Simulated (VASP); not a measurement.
# CdS in VASP: notebook, part 2 of 2

VASP 6.6.1. The steps go on from the part before.

## Step 5: Single point, PBE (strain -0.050 along x and y, +0.000 along z)

File INCAR:

```
SYSTEM = CdS
ALGO = Normal ; EDIFF = 1E-6
ENCUT = 520 ; GGA = PE
ISIF = 2 ; ISMEAR = 0
LASPH = .TRUE. ; LCHARG = .TRUE.
LELF = .TRUE. ; LREAL = .FALSE.
LVHAR = .TRUE. ; LWAVE = .FALSE.
NBANDS = 16 ; NELM = 60
PREC = Accurate ; SIGMA = 0.03
```

File KPOINTS:

```
k-points
0
G
  10 10 10
  0 0 0
```

File POSCAR:

```
CdS
1.0
    0.0000000000      2.6155818000      2.7532440000
    2.6155818000      0.0000000000      2.7532440000
    2.6155818000      2.6155818000      0.0000000000
Cd S
1 1
Direct
    0.0000000000      0.0000000000      0.0000000000
    0.5000000000      0.5000000000      0.5000000000
```

Potentials or basis: VASP PAW PBE potentials, release 64 (Cd, S).

Command:

```bash
cat potpaw_PBE.64/Cd/POTCAR potpaw_PBE.64/S/POTCAR > POTCAR
mpirun -np 1 vasp_std > vasp.out
```

OUTCAR:

```text
SYSTEM = CdS
   EDIFF = 1E-6
   ENCUT = 520
   GGA = PE
   ISIF = 2
   ISMEAR = 0
   LASPH = .TRUE.
   LREAL = .FALSE.
   NELM = 60
   PREC = Accurate

 ion  position               nearest neighbor table
   1  0.000  0.000  0.000-   2 2.62   2 2.62   2 2.62   2 2.62   2 2.75   2 2.75
   2  0.500  0.500  0.500-   1 2.62   1 2.62   1 2.62   1 2.62   1 2.75   1 2.75

  LATTYP: Found a body centered tetragonal cell.
 ALAT       =     3.6989912551
 C/A-ratio  =     1.4886458551

  Lattice vectors:

 A1 = (  -2.6155818000,   0.0000000000,   2.7532440000)
 A2 = (   2.6155818000,   0.0000000000,   2.7532440000)
 A3 = (   0.0000000000,   2.6155818000,  -2.7532440000)

Analysis of symmetry for initial positions (statically):
=====================================================================
 Subroutine PRICEL returns:
 Original cell was already a primitive cell.

 Routine SETGRP: Setting up the symmetry group for a
 body centered tetragonal supercell.

 Subroutine GETGRP returns: Found 16 space group operations
 (whereof 16 operations were pure point group operations)
 out of a pool of 16 trial point group operations.

The static configuration has the point symmetry D_4h.

Analysis of symmetry for dynamics (positions and initial velocities):
=====================================================================
 Subroutine PRICEL returns:
 Original cell was already a primitive cell.

 Routine SETGRP: Setting up the symmetry group for a
 body centered tetragonal supercell.

 Subroutine GETGRP returns: Found 16 space group operations
 (whereof 16 operations were pure point group operations)
 out of a pool of 16 trial point group operations.

The dynamic configuration has the point symmetry D_4h.

 Subroutine INISYM returns: Found 16 space group operations
 (whereof 16 operations are pure point group operations),
[... 106 lines left out ...]
   PSTRESS=    0.0 pullay stress
   NELECT =      18.0000    total number of electrons
   NUPDOWN=      -1.0000    fix difference up-down
   EMIN   =  10.00;   EMAX   =-10.00  energy-range for DOS
   EFERMI =   0.00;   METHOD = LEGACY
   ISMEAR =     0;   SIGMA  =   0.03  broadening in eV -4-tet -1-fermi 0-gaus
   EFERMI_NEDOS =   21; number of points for ismear=-14 and -15
   IALGO  =     38    algorithm
   IMIX   =      4    mixing-type and parameters
     AMIX     =   0.40;   BMIX     =  1.00
     AMIX_MAG =   1.60;   BMIX_MAG =  1.00
  volume/ion in A,a.u.               =      18.84       127.11
  Fermi-wavevector in a.u.,A,eV,Ry     =   1.279858  2.418582 22.286851  1.638037
  Thomas-Fermi vector in A             =   2.412320
   LORBIT       =      0    0 simple, 1 ext, 2 COOP (PROOUT), +10 PAW based schemes
   GGA     = PE    functional components
   LHFCALC =     F    Hartree Fock is set to
   AEXX    =    0.0000 exact exchange contribution
   IVDW    =     0    specifies the selected vdW correction
   LEPSILON=     F    determine dielectric tensor
   LRPA    =     F    only Hartree local field effects (RPA)
 non-spin polarized calculation
 Gauss-broadening in eV      SIGMA  =   0.03
  energy-cutoff  :      520.00
  volume of cell :       37.67
 maximum number of plane-waves:      1038
   NGX = 15   NGY = 15   NGZ = 13

 number of electron      17.9999999 magnetization

 Free energy of the ion-electron system (eV)
  ---------------------------------------------------
  ext. energy  EPLUGINS =         0.00000000
  ---------------------------------------------------
  free energy    TOTEN  =        -5.74396025 eV

  energy without entropy =       -5.74384418  energy(sigma->0) =       -5.74390222

 E-fermi :   3.9512     XC(G=0): -10.8139

 val. band max:        3.9411316541   @ k =   0.5000  -0.0000   0.0000
 cond. band min:       4.2379056340   @ k =   0.5000   0.5000   0.0000
 fundamental gap:      0.2967739799
 Fermi energy:         3.9512141277

 k-point     1 :       0.0000    0.0000    0.0000
  band No.  band energies     occupation
      1      -9.6740      2.00000
      2      -4.1185      2.00000
      3      -4.0680      2.00000
      4      -4.0465      2.00000
      5      -4.0263      2.00000
      6      -4.0263      2.00000
[... 433 lines left out ...]
      3      -4.0438      2.00000
      4      -3.9194      2.00000
      5      -3.7830      2.00000
      6      -3.7028      2.00000
[... 8 lines left out ...]
     15      17.9971      0.00000
     16      19.3238      0.00000

 [... further k-points ...]
[... 5 lines left out ...]
  --------------------------------------------------------------------------------------
  -------------------------------------------------------------------------------------
  Total        2.8130826      2.8130826      1.2957256      0.0000000      0.0000000      0.0000000
  in kB      119.6414757    119.6414757     55.1077021      0.0000000      0.0000000      0.0000000
  external PRESSURE =      98.1302178 kB  Pullay stress =       0.0000000 kB

 VOLUME and BASIS-vectors are now :
 -----------------------------------------------------------------------------
  energy-cutoff  :      520.00
  volume of cell :       37.67
      direct lattice vectors                 reciprocal lattice vectors
     0.000000000  2.615581800  2.753244000    -0.191162058  0.191162058  0.181603955
     2.615581800  0.000000000  2.753244000     0.191162058 -0.191162058  0.181603955
     2.615581800  2.615581800  0.000000000     0.191162058  0.191162058 -0.181603955

 POSITION                                       TOTAL-FORCE (eV/Angst)
 -----------------------------------------------------------------------------------
      0.00000      0.00000      0.00000        -0.000000     -0.000000     -0.000000
      2.61558      2.61558      2.75324         0.000000      0.000000      0.000000
 -----------------------------------------------------------------------------------
    total drift:                                0.000000      0.000000      0.000000

  FREE ENERGIE OF THE ION-ELECTRON SYSTEM (eV)
  ---------------------------------------------------
  free  energy   TOTEN  =        -5.7439602483 eV

  energy  without entropy=       -5.7438441838  energy(sigma->0) =       -5.74390222
```

stdout:

```text
POSCAR found type information on POSCAR CdS
 POSCAR found :  2 types and       2 ions
 scaLAPACK will be used
 LDA part: xc-table for (Slater+PW92), standard interpolation
 POSCAR, INCAR and KPOINTS ok, starting setup
 FFT: planning ... GRIDC
 FFT: planning ... GRID_SOFT
 FFT: planning ... GRID
 WAVECAR not read
 entering main loop
```

Wall time 42 s (1 thread of Intel Xeon Platinum 8488C (Sapphire Rapids), shared host); peak memory 0.19 GiB.

What came out:

* Free energy: -5.7440 eV
* Pressure: 9.8 GPa
* Band gap on the k mesh: zero (band 9 reaches 3.94 eV, above the bottom of band 10 at 3.93 eV)

Levels at points of the mesh, in eV from the Fermi level:
```
           k point  band 7  band 8  band 9  band 10  band 11  band 12
(0.00, 0.00, 0.00)   -1.21   -1.21   -0.94     1.16     8.91     9.17
(0.50, 0.00, 0.00)   -5.42   -0.34   -0.01     3.22     5.45     5.94
(0.50, 0.50, 0.00)   -5.00   -2.56   -2.56     0.29     5.95     9.93
(0.50, 0.00, 0.50)   -5.02   -2.99   -2.49    -0.02     5.65    10.38
```

Caveat: the cell differs from its parent crystal (strain -0.050 along x and y, +0.000 along z).

## Step 6: Single point, PBE (strain -0.025 along x and y, -0.050 along z)

File INCAR:

```
SYSTEM = CdS
PREC     = Accurate       ! precision mode
ENCUT    = 520            ! plane-wave cutoff, eV
EDIFF    = 1E-6           ! SCF threshold, eV
ISMEAR   = 0              ! smearing method
SIGMA    = 0.03           ! smearing width, eV
LREAL    = .FALSE.        ! projectors in reciprocal space
LASPH    = .TRUE.         ! aspherical terms in the spheres
NELM     = 80             ! most SCF steps
ALGO     = Normal         ! electronic algorithm
ISIF     = 2              ! what is computed and relaxed
LWAVE    = .FALSE.        ! write WAVECAR
LCHARG   = .TRUE.         ! write CHGCAR
GGA      = PE             ! functional
LELF     = .TRUE.         ! ELF
LVHAR    = .TRUE.       
NBANDS   = 16             ! bands
```

File KPOINTS:

```
regular mesh
0
G
  10 10 10
  0 0 0
```

File POSCAR:

```
CdS
1.0
    0.0000000000      2.6844129000      2.6155818000
    2.6844129000      0.0000000000      2.6155818000
    2.6844129000      2.6844129000      0.0000000000
Cd S
1 1
Direct
    0.0000000000      0.0000000000      0.0000000000
    0.5000000000      0.5000000000      0.5000000000
```

Potentials or basis: VASP PAW PBE potentials, release 64 (Cd, S).

Command:

```bash
cat potpaw_PBE.64/Cd/POTCAR potpaw_PBE.64/S/POTCAR > POTCAR
mpirun -np 1 vasp_std > vasp.out
```

Wall time 46 s (1 thread of Intel Xeon Platinum 8488C (Sapphire Rapids), shared host); peak memory 0.19 GiB.

Results (log left out):

```yaml
Free_energy: -5.7648 eV
Pressure: 9.4 GPa
Band_gap_on_the_k_mesh: 0.07 eV, indirect (least direct gap 2.20 eV)
```

Stress tensor (GPa, compression positive):
```
 8.20  0.00  0.00
 0.00  8.20  0.00
 0.00  0.00 11.70
```

Levels at points of the mesh, in eV from the valence-band top:
| k point | band 7 | band 8 | band 9 | band 10 | band 11 | band 12 |
| --- | --- | --- | --- | --- | --- | --- |
| (0.00, 0.00, 0.00) | -1.12 | -0.96 | -0.96 | 1.23 | 9.13 | 9.13 |
| (0.50, 0.00, 0.00) | -5.32 | -0.15 | 0.00 | 3.34 | 5.62 | 5.91 |
| (0.50, 0.50, 0.00) | -4.91 | -2.64 | -2.64 | 0.07 | 5.73 | 10.49 |
| (0.50, 0.00, 0.50) | -4.91 | -2.67 | -2.42 | 0.21 | 5.89 | 10.26 |

Caveat: the cell differs from its parent crystal (strain -0.025 along x and y, -0.050 along z).

## Step 7: The runs side by side

```csv
cell,gap on the mesh (eV),pressure (GPa)
"a = 3.699 Å, angles 60.0°, 2 atoms",0.21,15.8
"a = 3.991 Å, angles 60.0°, 2 atoms",0.22,-4.5
"a = 3.748, b = 3.748, c = 3.699 Å, angles 60.4, 60.4, 59.1°, 2 atoms",0.09,12.5
"a = 3.798, b = 3.798, c = 3.699 Å, angles 60.9, 60.9, 58.3°, 2 atoms",none,9.8
"a = 3.748, b = 3.748, c = 3.796 Å, angles 59.6, 59.6, 60.9°, 2 atoms",0.07,9.4
```

Alike in all rows: task single point; level PBE; potentials or basis VASP PAW PBE potentials, release 64 (Cd, S); no spin polarisation; k mesh 10 × 10 × 10; cutoff (eV) 520; smearing gaussian 0.03 eV.

Total energies depend on the potentials used, so only differences within one code and one set of settings carry meaning.
